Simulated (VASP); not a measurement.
# ZnS (F-43m) in VASP: single point with LDA

Aim: the single point of ZnS with LDA.

All numbers are computed with VASP 6.6.1; they aren't measurements. Logs are shortened: lines on timing, memory, paths and dates and some standing lists are left out, and cuts for length are marked.

## Step 1: The cell of the first run

It takes space group F-43m (No. 216, cubic). The conventional cell has a = 5.297 Å, b = 5.297 Å, c = 5.297 Å, α = 90.00°, β = 90.00°, γ = 90.00°. Zn (site symmetry -43m) has 4 S at 2.29 Å within 3.0 Å. S (site symmetry -43m) has 4 Zn at 2.29 Å within 3.0 Å.

## Step 2: Single point, LDA

The input, INCAR:

```
SYSTEM = ZnS
ALGO = Normal
EDIFF = 1E-6
ENCUT = 520
GGA = CA
ISIF = 2
ISMEAR = -1
LASPH = .TRUE.
LCHARG = .TRUE.
LELF = .TRUE.
LREAL = .FALSE.
LVHAR = .TRUE.
LWAVE = .FALSE.
NBANDS = 16
NELM = 100
PREC = Accurate
SIGMA = 0.08
```

The input, KPOINTS:

```
k-points
0
G
  16 16 16
  0 0 0
```

The input, POSCAR:

```
ZnS
1.0
    0.0000000000      2.6484702549      2.6484702549
    2.6484702549      0.0000000000      2.6484702549
    2.6484702549      2.6484702549      0.0000000000
Zn S
1 1
Direct
    0.7500000000      0.7500000000      0.7500000000
    0.0000000000      0.0000000000      0.0000000000
```

Potentials or basis: VASP PAW LDA potentials, release 64 (Zn, S).

The run is started by

```sh
$ cat potpaw_LDA.64/Zn/POTCAR potpaw_LDA.64/S/POTCAR > POTCAR
$ mpirun -np 1 vasp_std > vasp.out
```

OUTCAR:

```text
SYSTEM = ZnS
   EDIFF = 1E-6
   ENCUT = 520
   GGA = CA
   ISIF = 2
   ISMEAR = -1
   LASPH = .TRUE.
   LREAL = .FALSE.
   NELM = 100
   PREC = Accurate

 ion  position               nearest neighbor table
   1  0.750  0.750  0.750-   2 2.29   2 2.29   2 2.29   2 2.29
   2  0.000  0.000  0.000-   1 2.29   1 2.29   1 2.29   1 2.29

  LATTYP: Found a face centered cubic cell.
 ALAT       =     5.2969405098

  Lattice vectors:

 A1 = (   0.0000000000,   2.6484702549,   2.6484702549)
 A2 = (   2.6484702549,   0.0000000000,   2.6484702549)
 A3 = (   2.6484702549,   2.6484702549,   0.0000000000)

Analysis of symmetry for initial positions (statically):
=====================================================================
 Subroutine PRICEL returns:
 Original cell was already a primitive cell.

 Routine SETGRP: Setting up the symmetry group for a
 face centered cubic supercell.

 Subroutine GETGRP returns: Found 24 space group operations
 (whereof 24 operations were pure point group operations)
 out of a pool of 48 trial point group operations.

The static configuration has the point symmetry T_d .

Analysis of symmetry for dynamics (positions and initial velocities):
=====================================================================
 Subroutine PRICEL returns:
 Original cell was already a primitive cell.

 Routine SETGRP: Setting up the symmetry group for a
 face centered cubic supercell.

 Subroutine GETGRP returns: Found 24 space group operations
 (whereof 24 operations were pure point group operations)
 out of a pool of 48 trial point group operations.

The dynamic configuration has the point symmetry T_d .

 Subroutine INISYM returns: Found 24 space group operations
 (whereof 24 operations are pure point group operations),
 and found     1 'primitive' translations

----------------------------------------------------------------------------------------

                                     Primitive cell

  volume of cell :      37.1548

  direct lattice vectors                    reciprocal lattice vectors
     0.000000000  2.648470255  2.648470255    -0.188788226  0.188788226  0.188788226
     2.648470255  0.000000000  2.648470255     0.188788226 -0.188788226  0.188788226
     2.648470255  2.648470255  0.000000000     0.188788226  0.188788226 -0.188788226

  length of vectors
     3.745502554  3.745502554  3.745502554     0.326990799  0.326990799  0.326990799

  position of ions in fractional coordinates (direct lattice)
     0.750000000  0.750000000  0.750000000
     0.000000000  0.000000000  0.000000000

  ion indices of the primitive-cell ions
   primitive index   ion index
                 1           1
                 2           2

----------------------------------------------------------------------------------------

 KPOINTS: k-points

Automatic generation of k-mesh.
 Grid dimensions read from file:
 generate k-points for:   16   16   16

 Generating k-lattice:

  Cartesian coordinates                     Fractional coordinates (reciprocal lattice)
    -0.011799264  0.011799264  0.011799264     0.062500000  0.000000000  0.000000000
     0.011799264 -0.011799264  0.011799264     0.000000000  0.062500000  0.000000000
     0.011799264  0.011799264 -0.011799264     0.000000000  0.000000000  0.062500000

  Length of vectors
     0.020436925  0.020436925  0.020436925

  Shift w.r.t. Gamma in fractional coordinates (k-lattice)
     0.000000000  0.000000000  0.000000000

 Subroutine IBZKPT returns following result:
 ===========================================

 Found    145 irreducible k-points:

 Following reciprocal coordinates:
            Coordinates               Weight
  0.000000  0.000000  0.000000      1.000000
  0.062500  0.000000  0.000000      8.000000
  0.125000  0.000000  0.000000      8.000000
  0.187500  0.000000  0.000000      8.000000
  0.250000  0.000000  0.000000      8.000000
  0.312500  0.000000  0.000000      8.000000
[... 16 lines left out ...]
 -0.125000  0.062500  0.000000     24.000000
 -0.062500  0.062500  0.000000     12.000000
 [... further k-points ...]
   k-points           NKPTS =    145   k-points in BZ     NKDIM =    145   number of bands    NBANDS=     16
   number of dos      NEDOS =    301   number of ions     NIONS =      2
   total plane-waves  NPLWV =  21952
   dimension x,y,z NGX =    28 NGY =   28 NGZ =   28
   dimension x,y,z NGXF=    56 NGYF=   56 NGZF=   56
   ions per type =               1   1
   NGX,Y,Z   is equivalent  to a cutoff of  12.43, 12.43, 12.43 a.u.
   NGXF,Y,Z  is equivalent  to a cutoff of  24.86, 24.86, 24.86 a.u.
 SYSTEM =  ZnS
   PREC   = accura    normal or accurate (medium, high low for compatibility)
   ISTART =      0    job   : 0-new  1-cont  2-samecut
   ICHARG =      2    charge: 1-file 2-atom 10-const
   ISPIN  =      1    spin polarized calculation?
   LNONCOLLINEAR =      F non collinear calculations
   LSORBIT =      F    spin-orbit coupling
   LASPH  =      T    aspherical Exc in radial PAW
   ENCUT  =  520.0 eV  38.22 Ry    6.18 a.u.   6.96  6.96  6.96*2*pi/ulx,y,z
   NELM   =    100;   NELMIN=  2; NELMDL= -5     # of ELM steps
   EDIFF  = 0.1E-05   stopping-criterion for ELM
   LREAL  =      F    real-space projection
   EDIFFG = 0.1E-04   stopping-criterion for IOM
   NSW    =      0    number of steps for IOM
   IBRION =     -1    ionic relax: 0-MD 1-quasi-New 2-CG
   NFREE  =      0    steps in history (QN), initial steepest desc. (CG)
   ISIF   =      2    stress and relaxation
   ISYM   =      2    0-nonsym 1-usesym 2-fastsym
   POTIM  = 0.5000    time-step for ionic-motion
   TEBEG  =    0.0;   TEEND  =   0.0 temperature during run
   PSTRESS=    0.0 pullay stress
   NELECT =      18.0000    total number of electrons
   NUPDOWN=      -1.0000    fix difference up-down
   EMIN   =  10.00;   EMAX   =-10.00  energy-range for DOS
   EFERMI =   0.00;   METHOD = LEGACY
   ISMEAR =    -1;   SIGMA  =   0.08  broadening in eV -4-tet -1-fermi 0-gaus
   EFERMI_NEDOS =   21; number of points for ismear=-14 and -15
   IALGO  =     38    algorithm
   IMIX   =      4    mixing-type and parameters
     AMIX     =   0.40;   BMIX     =  1.00
     AMIX_MAG =   1.60;   BMIX_MAG =  1.00
  volume/ion in A,a.u.               =      18.58       125.37
  Fermi-wavevector in a.u.,A,eV,Ry     =   1.285762  2.429738 22.492931  1.653184
  Thomas-Fermi vector in A             =   2.417877
   LORBIT       =      0    0 simple, 1 ext, 2 COOP (PROOUT), +10 PAW based schemes
   GGA     = CA    functional components
   LHFCALC =     F    Hartree Fock is set to
   AEXX    =    0.0000 exact exchange contribution
   IVDW    =     0    specifies the selected vdW correction
   LEPSILON=     F    determine dielectric tensor
   LRPA    =     F    only Hartree local field effects (RPA)
 non-spin polarized calculation
  energy-cutoff  :      520.00
  volume of cell :       37.15
 maximum number of plane-waves:      1018
   NGX = 13   NGY = 13   NGZ = 13

 number of electron      18.0000014 magnetization

 Free energy of the ion-electron system (eV)
  ---------------------------------------------------
  ext. energy  EPLUGINS =         0.00000000
  ---------------------------------------------------
  free energy    TOTEN  =        -8.20793069 eV

  energy without entropy =       -8.20793068  energy(sigma->0) =       -8.20793069

 E-fermi :   3.7251     XC(G=0): -10.3161

 val. band max:        2.5124465427   @ k =   0.0000   0.0000   0.0000
 cond. band min:       4.6723538733   @ k =   0.0000   0.0000   0.0000
 fundamental gap:      2.1599073307
 Fermi energy:         3.7250761884

 k-point     1 :       0.0000    0.0000    0.0000
  band No.  band energies     occupation
      1     -11.0345      2.00000
      2      -4.2437      2.00000
      3      -4.2437      2.00000
      4      -4.2437      2.00000
      5      -3.6906      2.00000
      6      -3.6906      2.00000
[... 8 lines left out ...]
     15      14.3386      0.00000
     16      14.3718      0.00000

 k-point     2 :       0.0625    0.0000    0.0000
  band No.  band energies     occupation
      1     -11.0008      2.00000
      2      -4.2454      2.00000
      3      -4.2375      2.00000
      4      -4.2375      2.00000
      5      -3.6913      2.00000
      6      -3.6913      2.00000
[... 8 lines left out ...]
     15      14.0975      0.00000
     16      14.6386      0.00000

 k-point     3 :       0.1250    0.0000    0.0000
  band No.  band energies     occupation
      1     -10.9024      2.00000
      2      -4.2474      2.00000
      3      -4.2202      2.00000
      4      -4.2202      2.00000
      5      -3.6927      2.00000
      6      -3.6927      2.00000
[... 8 lines left out ...]
     15      13.6708      0.00000
     16      15.1542      0.00000

 k-point     4 :       0.1875    0.0000    0.0000
  band No.  band energies     occupation
      1     -10.7483      2.00000
      2      -4.2406      2.00000
      3      -4.1957      2.00000
      4      -4.1957      2.00000
      5      -3.6929      2.00000
      6      -3.6929      2.00000
[... 8 lines left out ...]
     15      13.3973      0.00000
     16      15.0086      0.00000
[... 324 lines left out ...]
 k-point    22 :      -0.1875    0.0625    0.0000
  band No.  band energies     occupation
      1     -10.6607      2.00000
      2      -4.2377      2.00000
      3      -4.1856      2.00000
      4      -4.1735      2.00000
      5      -3.7040      2.00000
      6      -3.6806      2.00000
[... 8 lines left out ...]
     15      13.7657      0.00000
     16      15.3200      0.00000

 k-point    23 :      -0.1250    0.0625    0.0000
  band No.  band energies     occupation
      1     -10.8284      2.00000
      2      -4.2507      2.00000
      3      -4.2110      2.00000
      4      -4.2001      2.00000
      5      -3.7017      2.00000
      6      -3.6850      2.00000
[... 8 lines left out ...]
     15      13.7959      0.00000
     16      15.5580      0.00000

 k-point    24 :      -0.0625    0.0625    0.0000
  band No.  band energies     occupation
      1     -10.9455      2.00000
      2      -4.2497      2.00000
      3      -4.2297      2.00000
      4      -4.2229      2.00000
      5      -3.6966      2.00000
      6      -3.6880      2.00000
[... 8 lines left out ...]
     15      14.0403      0.00000
     16      15.0553      0.00000

 [... further k-points ...]

------------------------ aborting loop because EDIFF is reached ----------------------------------------

  FORCE on cell =-STRESS in cart. coord.  units (eV):
  Direction    XX          YY          ZZ          XY          YZ          ZX
  --------------------------------------------------------------------------------------
  -------------------------------------------------------------------------------------
  Total        0.0512693      0.0512693      0.0512693      0.0000000      0.0000000      0.0000000
  in kB        2.2108162      2.2108162      2.2108162      0.0000000      0.0000000      0.0000000
  external PRESSURE =       2.2108162 kB  Pullay stress =       0.0000000 kB

 VOLUME and BASIS-vectors are now :
 -----------------------------------------------------------------------------
  energy-cutoff  :      520.00
  volume of cell :       37.15
      direct lattice vectors                 reciprocal lattice vectors
     0.000000000  2.648470255  2.648470255    -0.188788226  0.188788226  0.188788226
     2.648470255  0.000000000  2.648470255     0.188788226 -0.188788226  0.188788226
     2.648470255  2.648470255  0.000000000     0.188788226  0.188788226 -0.188788226

 POSITION                                       TOTAL-FORCE (eV/Angst)
 -----------------------------------------------------------------------------------
      3.97271      3.97271      3.97271        -0.000000     -0.000000     -0.000000
      0.00000      0.00000      0.00000         0.000000      0.000000      0.000000
 -----------------------------------------------------------------------------------
    total drift:                                0.000001      0.000001      0.000001

  FREE ENERGIE OF THE ION-ELECTRON SYSTEM (eV)
  ---------------------------------------------------
  free  energy   TOTEN  =        -8.2079306920 eV

  energy  without entropy=       -8.2079306815  energy(sigma->0) =       -8.20793069
```

It took 82 s on 1 thread of Intel Xeon Platinum 8259CL at 2.50GHz (Skylake/Cascade Lake), shared host; peak memory 0.2 GiB.

What came out:

```
Free energy            : -8.2079 eV
Pressure               : 0.2 GPa
Band gap on the k mesh : 2.16 eV
```

Levels at points of the mesh, in eV from the valence-band top:
```
           k point  band 7  band 8  band 9  band 10  band 11  band 12
(0.00, 0.00, 0.00)    0.00    0.00    0.00     2.16     6.21     6.21
(0.50, 0.00, 0.00)   -5.78   -0.97   -0.97     3.23     6.76     6.76
(0.50, 0.50, 0.00)   -4.91   -2.47   -2.47     3.06     3.89    11.16
```
